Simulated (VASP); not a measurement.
# BeTe (Fm-3m) in VASP: a series of runs

Runs on BeTe. Level: PBE. Tasks: single point.

All numbers are computed with VASP 6.6.1; they aren't measurements. Logs are shortened: lines on timing, memory, paths and dates and some standing lists are left out, and cuts for length are marked.

### Step 1. The cell of the first run

Symmetry: Fm-3m, No. 225, cubic system. Conventional cell: a = 5.366 Å, b = 5.366 Å, c = 5.366 Å, α = 90.00°, β = 90.00°, γ = 90.00°. Be (site symmetry m-3m) has 6 Te at 2.68 Å within 3.5 Å. Within 3.5 Å of Te (site symmetry m-3m) lie 6 Be at 2.68 Å.

### Step 2. Single point, PBE

File INCAR:

```
PREC = Accurate ; ENCUT = 600
EDIFF = 1E-6 ; ISMEAR = 1
SIGMA = 0.001 ; LREAL = F
LASPH = T ; NELM = 120
ALGO = Normal ; ISIF = 2
LWAVE = F ; LCHARG = F
GGA = PE ; NBANDS = 11
GGA_COMPAT = F
```

File KPOINTS:

```
Automatic mesh
0
Gamma
  6 6 6
```

File POSCAR:

```
BeTe
1.0
    0.0000000000      2.6832298771      2.6832298771
    2.6832298771      0.0000000000      2.6832298771
    2.6832298771      2.6832298771      0.0000000000
Be Te
1 1
Direct
    0.0000000000      0.0000000000      0.0000000000
    0.5000000000      0.5000000000      0.5000000000
```

Potentials or basis: VASP PAW PBE potentials, release 64 (Be, Te).

On the command line:

```
cat potpaw_PBE.64/Be/POTCAR potpaw_PBE.64/Te/POTCAR > POTCAR
mpirun -np 1 vasp_std > vasp.out
```

OUTCAR:

```text
PREC = Accurate
   ENCUT = 600
   EDIFF = 1E-6
   ISMEAR = 1
   LREAL = F
   LASPH = T
   NELM = 120
   ISIF = 2
   GGA = PE

 ion  position               nearest neighbor table
   1  0.000  0.000  0.000-   2 2.68   2 2.68   2 2.68   2 2.68   2 2.68   2 2.68
   2  0.500  0.500  0.500-   1 2.68   1 2.68   1 2.68   1 2.68   1 2.68   1 2.68

  LATTYP: Found a face centered cubic cell.
 ALAT       =     5.3664597542

  Lattice vectors:

 A1 = (   0.0000000000,   2.6832298771,   2.6832298771)
 A2 = (   2.6832298771,   0.0000000000,   2.6832298771)
 A3 = (   2.6832298771,   2.6832298771,   0.0000000000)

Analysis of symmetry for initial positions (statically):
=====================================================================
 Subroutine PRICEL returns:
 Original cell was already a primitive cell.

 Routine SETGRP: Setting up the symmetry group for a
 face centered cubic supercell.

 Subroutine GETGRP returns: Found 48 space group operations
 (whereof 48 operations were pure point group operations)
 out of a pool of 48 trial point group operations.

The static configuration has the point symmetry O_h .

Analysis of symmetry for dynamics (positions and initial velocities):
=====================================================================
 Subroutine PRICEL returns:
 Original cell was already a primitive cell.

 Routine SETGRP: Setting up the symmetry group for a
 face centered cubic supercell.

 Subroutine GETGRP returns: Found 48 space group operations
 (whereof 48 operations were pure point group operations)
 out of a pool of 48 trial point group operations.

The dynamic configuration has the point symmetry O_h .

 Subroutine INISYM returns: Found 48 space group operations
 (whereof 48 operations are pure point group operations),
 and found     1 'primitive' translations

----------------------------------------------------------------------------------------

                                     Primitive cell

  volume of cell :      38.6370

  direct lattice vectors                    reciprocal lattice vectors
     0.000000000  2.683229877  2.683229877    -0.186342588  0.186342588  0.186342588
     2.683229877  0.000000000  2.683229877     0.186342588 -0.186342588  0.186342588
     2.683229877  2.683229877  0.000000000     0.186342588  0.186342588 -0.186342588

  length of vectors
     3.794660083  3.794660083  3.794660083     0.322754830  0.322754830  0.322754830

  position of ions in fractional coordinates (direct lattice)
     0.000000000  0.000000000  0.000000000
     0.500000000  0.500000000  0.500000000

  ion indices of the primitive-cell ions
   primitive index   ion index
                 1           1
                 2           2

----------------------------------------------------------------------------------------

 KPOINTS: Automatic mesh

Automatic generation of k-mesh.
 Grid dimensions read from file:
 generate k-points for:    6    6    6

 Generating k-lattice:

  Cartesian coordinates                     Fractional coordinates (reciprocal lattice)
    -0.031057098  0.031057098  0.031057098     0.166666667  0.000000000  0.000000000
     0.031057098 -0.031057098  0.031057098     0.000000000  0.166666667  0.000000000
     0.031057098  0.031057098 -0.031057098     0.000000000  0.000000000  0.166666667

  Length of vectors
     0.053792472  0.053792472  0.053792472

  Shift w.r.t. Gamma in fractional coordinates (k-lattice)
     0.000000000  0.000000000  0.000000000

 Subroutine IBZKPT returns following result:
 ===========================================

 Found     16 irreducible k-points:

 Following reciprocal coordinates:
            Coordinates               Weight
  0.000000  0.000000  0.000000      1.000000
  0.166667  0.000000  0.000000      8.000000
  0.333333  0.000000  0.000000      8.000000
  0.500000  0.000000  0.000000      4.000000
  0.166667  0.166667  0.000000      6.000000
  0.333333  0.166667  0.000000     24.000000
[... 8 lines left out ...]
 -0.333333  0.333333  0.166667     24.000000
 -0.333333  0.500000  0.166667     12.000000
   k-points           NKPTS =     16   k-points in BZ     NKDIM =     16   number of bands    NBANDS=     11
   number of dos      NEDOS =    301   number of ions     NIONS =      2
   total plane-waves  NPLWV =  27000
   dimension x,y,z NGX =    30 NGY =   30 NGZ =   30
   dimension x,y,z NGXF=    60 NGYF=   60 NGZF=   60
   ions per type =               1   1
   NGX,Y,Z   is equivalent  to a cutoff of  13.14, 13.14, 13.14 a.u.
   NGXF,Y,Z  is equivalent  to a cutoff of  26.29, 26.29, 26.29 a.u.
 SYSTEM =  unknown system
   PREC   = accura    normal or accurate (medium, high low for compatibility)
   ISTART =      0    job   : 0-new  1-cont  2-samecut
   ICHARG =      2    charge: 1-file 2-atom 10-const
   ISPIN  =      1    spin polarized calculation?
   LNONCOLLINEAR =      F non collinear calculations
   LSORBIT =      F    spin-orbit coupling
   LASPH  =      T    aspherical Exc in radial PAW
   ENCUT  =  600.0 eV  44.10 Ry    6.64 a.u.   7.58  7.58  7.58*2*pi/ulx,y,z
   NELM   =    120;   NELMIN=  2; NELMDL= -5     # of ELM steps
   EDIFF  = 0.1E-05   stopping-criterion for ELM
   LREAL  =      F    real-space projection
   EDIFFG = 0.1E-04   stopping-criterion for IOM
   NSW    =      0    number of steps for IOM
   IBRION =     -1    ionic relax: 0-MD 1-quasi-New 2-CG
   NFREE  =      0    steps in history (QN), initial steepest desc. (CG)
   ISIF   =      2    stress and relaxation
   ISYM   =      2    0-nonsym 1-usesym 2-fastsym
   POTIM  = 0.5000    time-step for ionic-motion
   TEBEG  =    0.0;   TEEND  =   0.0 temperature during run
   PSTRESS=    0.0 pullay stress
   NELECT =       8.0000    total number of electrons
   NUPDOWN=      -1.0000    fix difference up-down
   EMIN   =  10.00;   EMAX   =-10.00  energy-range for DOS
   EFERMI =   0.00;   METHOD = LEGACY
   ISMEAR =     1;   SIGMA  =   0.00  broadening in eV -4-tet -1-fermi 0-gaus
   EFERMI_NEDOS =   21; number of points for ismear=-14 and -15
   IALGO  =     38    algorithm
   IMIX   =      4    mixing-type and parameters
     AMIX     =   0.40;   BMIX     =  1.00
     AMIX_MAG =   1.60;   BMIX_MAG =  1.00
  volume/ion in A,a.u.               =      19.32       130.37
  Fermi-wavevector in a.u.,A,eV,Ry     =   0.968509  1.830216 12.762394  0.938009
  Thomas-Fermi vector in A             =   2.098484
   LORBIT       =      0    0 simple, 1 ext, 2 COOP (PROOUT), +10 PAW based schemes
   GGA     = PE    functional components
   LHFCALC =     F    Hartree Fock is set to
   AEXX    =    0.0000 exact exchange contribution
   IVDW    =     0    specifies the selected vdW correction
   LEPSILON=     F    determine dielectric tensor
   LRPA    =     F    only Hartree local field effects (RPA)
 non-spin polarized calculation
 Methfessel and Paxton  Order N= 1 SIGMA  =   0.00
  energy-cutoff  :      600.00
  volume of cell :       38.64
 maximum number of plane-waves:      1308
   NGX = 15   NGY = 15   NGZ = 15

 number of electron       8.0000000 magnetization

 Free energy of the ion-electron system (eV)
  ---------------------------------------------------
  ext. energy  EPLUGINS =         0.00000000
  ---------------------------------------------------
  free energy    TOTEN  =        -6.58221644 eV

  energy without entropy =       -6.58220478  energy(sigma->0) =       -6.58221255

 E-fermi :   7.3843     XC(G=0):  -9.9436

 val. band max:        7.0981172390   @ k =   0.3333   0.3333   0.0000
 cond. band min:       7.3847928151   @ k =   0.5000   0.3333   0.0000
 fundamental gap:      0.2866755761
 Fermi energy:         7.3842838166

 k-point     1 :       0.0000    0.0000    0.0000
  band No.  band energies     occupation
      1      -6.1157      2.00000
      2       6.9491      2.00000
      3       6.9491      2.00000
      4       6.9491      2.00000
      5      10.2443      0.00000
      6      13.4824      0.00000
      7      13.4824      0.00000
      8      13.4824      0.00000
      9      14.0653      0.00000
     10      14.0653      0.00000
     11      14.0653      0.00000

 k-point     2 :       0.1667    0.0000    0.0000
  band No.  band energies     occupation
      1      -5.7767      2.00000
      2       4.7573      2.00000
      3       6.8935      2.00000
      4       6.8935      2.00000
      5      10.9301      0.00000
      6      11.9957      0.00000
      7      11.9957      0.00000
      8      13.3051      0.00000
      9      14.2014      0.00000
     10      14.8815      0.00000
     11      14.8815      0.00000

 k-point     3 :       0.3333    0.0000    0.0000
  band No.  band energies     occupation
      1      -4.8820      2.00000
      2       1.8633      2.00000
      3       6.8858      2.00000
      4       6.8858      2.00000
      5      10.2417      0.00000
      6      10.2417      0.00000
      7      10.4385      0.00000
      8      12.9326      0.00000
      9      16.5774      0.00000
     10      17.0812      0.00000
     11      17.0812      0.00000

 k-point     4 :       0.5000    0.0000    0.0000
  band No.  band energies     occupation
      1      -4.1992      2.00000
      2       0.4551      2.00000
      3       6.9535      2.00000
      4       6.9535      2.00000
      5       9.5191      0.00000
      6       9.5191      0.00000
      7      10.1605      0.00000
      8      12.7549      0.00000
      9      19.1430      0.00000
     10      20.0250      0.00000
     11      20.0254      0.00000
[... 127 lines left out ...]
 k-point    14 :       0.5000    0.3333    0.1667
  band No.  band energies     occupation
      1      -4.1515      2.00000
      2       2.1367      2.00000
      3       3.6166      2.00000
      4       5.0358      2.00000
      5       9.0484      0.00000
      6      11.5441      0.00000
      7      12.9604      0.00000
      8      15.1630      0.00000
      9      15.6393      0.00000
     10      18.9232      0.00000
     11      19.0276      0.00000

 k-point    15 :      -0.3333    0.3333    0.1667
  band No.  band energies     occupation
      1      -3.6022      2.00000
      2       1.4344      2.00000
      3       3.1482      2.00000
      4       4.3285      2.00000
      5      10.1823      0.00000
      6      10.3495      0.00000
      7      15.0721      0.00000
      8      15.3020      0.00000
      9      15.8267      0.00000
     10      16.2454      0.00000
     11      20.9177      0.00000

 k-point    16 :      -0.3333    0.5000    0.1667
  band No.  band energies     occupation
      1      -3.3533      2.00000
      2       1.7142      2.00000
      3       3.1071      2.00000
      4       3.2548      2.00000
      5       8.6516      0.00000
      6      12.4711      0.00000
      7      12.7630      0.00000
      8      16.5110      0.00000
      9      17.0167      0.00000
     10      17.6801      0.00000
     11      22.6416      0.00000

------------------------ aborting loop because EDIFF is reached ----------------------------------------

  FORCE on cell =-STRESS in cart. coord.  units (eV):
  Direction    XX          YY          ZZ          XY          YZ          ZX
  --------------------------------------------------------------------------------------
  -------------------------------------------------------------------------------------
  Total       -0.0589180     -0.0589180     -0.0589180      0.0000000      0.0000000     -0.0000000
  in kB       -2.4431760     -2.4431760     -2.4431760      0.0000000      0.0000000     -0.0000000
  external PRESSURE =      -2.4431760 kB  Pullay stress =       0.0000000 kB

 VOLUME and BASIS-vectors are now :
 -----------------------------------------------------------------------------
  energy-cutoff  :      600.00
  volume of cell :       38.64
      direct lattice vectors                 reciprocal lattice vectors
     0.000000000  2.683229877  2.683229877    -0.186342588  0.186342588  0.186342588
     2.683229877  0.000000000  2.683229877     0.186342588 -0.186342588  0.186342588
     2.683229877  2.683229877  0.000000000     0.186342588  0.186342588 -0.186342588

 POSITION                                       TOTAL-FORCE (eV/Angst)
 -----------------------------------------------------------------------------------
      0.00000      0.00000      0.00000         0.000000      0.000000     -0.000000
      2.68323      2.68323      2.68323         0.000000      0.000000      0.000000
 -----------------------------------------------------------------------------------
    total drift:                               -0.000000     -0.000000      0.000000

  FREE ENERGIE OF THE ION-ELECTRON SYSTEM (eV)
  ---------------------------------------------------
  free  energy   TOTEN  =        -6.5822164385 eV

  energy  without entropy=       -6.5822047828  energy(sigma->0) =       -6.58221255
```

Wall time 9 s (1 thread of Intel Xeon 6975P-C, shared host); peak memory 0.17 GiB.

What came out:

- Free energy: -6.5822 eV
- Pressure: -0.2 GPa
- Band gap on the k mesh: zero (band 4 reaches 7.49 eV, above the bottom of band 5 at 6.28 eV)

Levels at points of the mesh, in eV from the Fermi level:
```tsv
k point	band 1	band 2	band 3	band 4	band 5	band 6	band 7	band 8	band 9
(0.00, 0.00, 0.00)	-13.50	-0.44	-0.44	-0.44	2.86	6.10	6.10	6.10	6.68
(0.50, 0.00, 0.00)	-11.58	-6.93	-0.43	-0.43	2.13	2.13	2.78	5.37	11.76
(0.50, 0.50, 0.00)	-10.77	-6.19	-3.17	-3.17	-1.10	2.91	8.65	8.65	11.05
```

Caveat: spin-orbit coupling is left out, which moves the levels of the heavy elements.

### Step 3. Single point, PBE, collinear spin, zero start

File INCAR:

```
SYSTEM = BeTe
PREC     = Accurate       ! precision mode
ENCUT    = 600            ! plane-wave cutoff, eV
EDIFF    = 1E-6           ! SCF threshold, eV
ISMEAR   = -1             ! smearing method
SIGMA    = 0.02           ! smearing width, eV
LREAL    = .False.        ! projectors in reciprocal space
LASPH    = .True.         ! aspherical terms in the spheres
NELM     = 200            ! most SCF steps
ALGO     = Normal         ! electronic algorithm
ISIF     = 2              ! what is computed and relaxed
LWAVE    = .False.        ! write WAVECAR
LCHARG   = .False.        ! write CHGCAR
ISPIN    = 2              ! spin polarisation
MAGMOM   = 0 0            ! initial moments
LORBIT   = 11             ! projections on sites
GGA      = PE             ! functional
NBANDS   = 15             ! bands
GGA_COMPAT= .False.
```

File KPOINTS:

```
regular mesh
0
Gamma
  6 6 6
  0 0 0
```

POSCAR is that of step 2.

Potentials or basis: VASP PAW PBE potentials, release 64 (Be, Te).

On the command line:

```
cat potpaw_PBE.64/Be/POTCAR potpaw_PBE.64/Te/POTCAR > POTCAR
mpirun -np 1 vasp_std > vasp.out
```

OUTCAR:

```text
SYSTEM = BeTe
   PREC = Accurate
   ENCUT = 600
   EDIFF = 1E-6
   ISMEAR = -1
   LREAL = .False.
   LASPH = .True.
   NELM = 200
   ISIF = 2
   ISPIN = 2
   LORBIT = 11
   GGA = PE

 ion  position               nearest neighbor table
   1  0.000  0.000  0.000-   2 2.68   2 2.68   2 2.68   2 2.68   2 2.68   2 2.68
   2  0.500  0.500  0.500-   1 2.68   1 2.68   1 2.68   1 2.68   1 2.68   1 2.68

  LATTYP: Found a face centered cubic cell.
 ALAT       =     5.3664597542

  Lattice vectors:

 A1 = (   0.0000000000,   2.6832298771,   2.6832298771)
 A2 = (   2.6832298771,   0.0000000000,   2.6832298771)
 A3 = (   2.6832298771,   2.6832298771,   0.0000000000)
[... 778 lines left out ...]

 VOLUME and BASIS-vectors are now :
 -----------------------------------------------------------------------------
  energy-cutoff  :      600.00
  volume of cell :       38.64
      direct lattice vectors                 reciprocal lattice vectors
     0.000000000  2.683229877  2.683229877    -0.186342588  0.186342588  0.186342588
     2.683229877  0.000000000  2.683229877     0.186342588 -0.186342588  0.186342588
     2.683229877  2.683229877  0.000000000     0.186342588  0.186342588 -0.186342588

 POSITION                                       TOTAL-FORCE (eV/Angst)
 -----------------------------------------------------------------------------------
      0.00000      0.00000      0.00000        -0.000000     -0.000000     -0.000000
      2.68323      2.68323      2.68323         0.000000      0.000000      0.000000
 -----------------------------------------------------------------------------------
    total drift:                               -0.000000     -0.000000      0.000000

  FREE ENERGIE OF THE ION-ELECTRON SYSTEM (eV)
  ---------------------------------------------------
  free  energy   TOTEN  =        -6.5838807904 eV

  energy  without entropy=       -6.5821971809  energy(sigma->0) =       -6.58303899

 total charge

# of ion       s       p       d       tot
------------------------------------------
    1        0.348   0.434   0.000   0.782
    2        1.362   2.024   0.043   3.428
--------------------------------------------------
tot          1.709   2.458   0.043   4.210

 magnetization (x)

# of ion       s       p       d       tot
------------------------------------------
    1        0.000  -0.000   0.000   0.000
    2       -0.000   0.000   0.000  -0.000
--------------------------------------------------
tot         -0.000   0.000   0.000  -0.000
```

stdout:

```text
POSCAR found type information on POSCAR BeTe
 POSCAR found :  2 types and       2 ions
 scaLAPACK will be used
 LDA part: xc-table for (Slater+PW92), standard interpolation
 POSCAR, INCAR and KPOINTS ok, starting setup
 FFT: planning ... GRIDC
 FFT: planning ... GRID_SOFT
 FFT: planning ... GRID
 WAVECAR not read
 entering main loop
```

Wall time 20 s (1 thread of Intel Xeon 6975P-C, shared host); peak memory 0.19 GiB.

What came out:

| Item | Value |
| --- | --- |
| Free energy | -6.5839 eV |
| Pressure | -0.2 GPa |
| Band gap on the k mesh | zero (filled and empty bands overlap) |
| Net moment | 0.00 μB per cell |
| Valence electrons inside the program's atomic spheres | Be 0.78; Te 3.43 |

Caveat: spin-orbit coupling is left out, which moves the levels of the heavy elements.

### Step 4. Single point, PBE

File INCAR:

```
  PREC = Accurate
  ENCUT = 600
  EDIFF = 1E-6
  ISMEAR = -1
  SIGMA = 0.02
  LREAL = F
  LASPH = T
  NELM = 120
  ALGO = Normal
  ISIF = 2
  LWAVE = F
  LCHARG = F
  GGA = PE
  ISYM = 0
  NBANDS = 11
  GGA_COMPAT = F
```

File KPOINTS:

```
Automatic mesh
0
Gamma
  6 6 6
  0.5 0.5 0.5
```

POSCAR is that of step 3.

On the command line:

```
cat potpaw_PBE.64/Be/POTCAR potpaw_PBE.64/Te/POTCAR > POTCAR
mpirun -np 1 vasp_std > vasp.out
```

Wall time 2.2 min (1 thread of Intel Xeon 6975P-C, shared host); peak memory 0.36 GiB.

It converged, with:

```
Free energy            : -6.6079 eV
Pressure               : -0.2 GPa
Band gap on the k mesh : zero (band 4 reaches 7.32 eV, above the bottom of band 5 at 6.69 eV)
```

Levels at points of the mesh, in eV from the Fermi level:
```
           k point  band 2  band 3  band 4  band 5  band 6  band 7
(0.08, 0.08, 0.08)   -0.98   -0.26   -0.26    3.46    5.79    5.79
```

Caveat: spin-orbit coupling is left out, which moves the levels of the heavy elements.

### Step 5. Single point, PBE

File INCAR:

```
SYSTEM = BeTe
  PREC = Accurate
  ENCUT = 600
  EDIFF = 1E-6
  ISMEAR = -1
  SIGMA = 0.02
  LREAL = .FALSE.
  LASPH = .TRUE.
  NELM = 120
  ALGO = Normal
  ISIF = 2
  LWAVE = .FALSE.
  LCHARG = .FALSE.
  GGA = PE
  ISYM = 0
  NBANDS = 11
  GGA_COMPAT = .FALSE.
```

File KPOINTS:

```
Automatic mesh
0
Gamma
  6 6 6
  0 0 0.5
```

POSCAR is that of step 4.

On the command line:

```
cat potpaw_PBE.64/Be/POTCAR potpaw_PBE.64/Te/POTCAR > POTCAR
mpirun -np 1 vasp_std > vasp.out
```

Wall time 2.3 min (1 thread of Intel Xeon 6975P-C, shared host); peak memory 0.37 GiB.

Results (log left out):

```yaml
Free_energy: -6.6079 eV
Pressure: -0.2 GPa
Band_gap_on_the_k_mesh: zero (band 4 reaches 7.32 eV, above the bottom of band 5 at 6.69 eV)
```

Levels at points of the mesh, in eV from the Fermi level:
| k point | band 1 | band 2 | band 3 | band 4 | band 5 | band 6 | band 7 | band 8 |
| --- | --- | --- | --- | --- | --- | --- | --- | --- |
| (0.00, 0.00, 0.08) | -13.22 | -0.98 | -0.26 | -0.26 | 3.46 | 5.79 | 5.79 | 6.21 |

Caveat: spin-orbit coupling is left out, which moves the levels of the heavy elements.

### Step 6. Summary

| spin | k mesh | smearing | gap on the mesh (eV) | pressure (GPa) |
| --- | --- | --- | --- | --- |
| off | 6 × 6 × 6 | methfessel-paxton 0.001 eV | none | -0.2 |
| collinear, zero start | 6 × 6 × 6 | fermi-dirac 0.02 eV | none | -0.2 |
| off | 6 × 6 × 6, shifted | fermi-dirac 0.02 eV | none | -0.2 |

Alike in all rows: task single point; level PBE; potentials or basis VASP PAW PBE potentials, release 64 (Be, Te); cell as given; cutoff (eV) 600.

Every run on the cell as given and a fine mesh finds a metal.

Caveats: spin-orbit coupling is left out, which moves the levels of the heavy elements.

Total energies depend on the potentials used, so only differences within one code and one set of settings carry meaning.
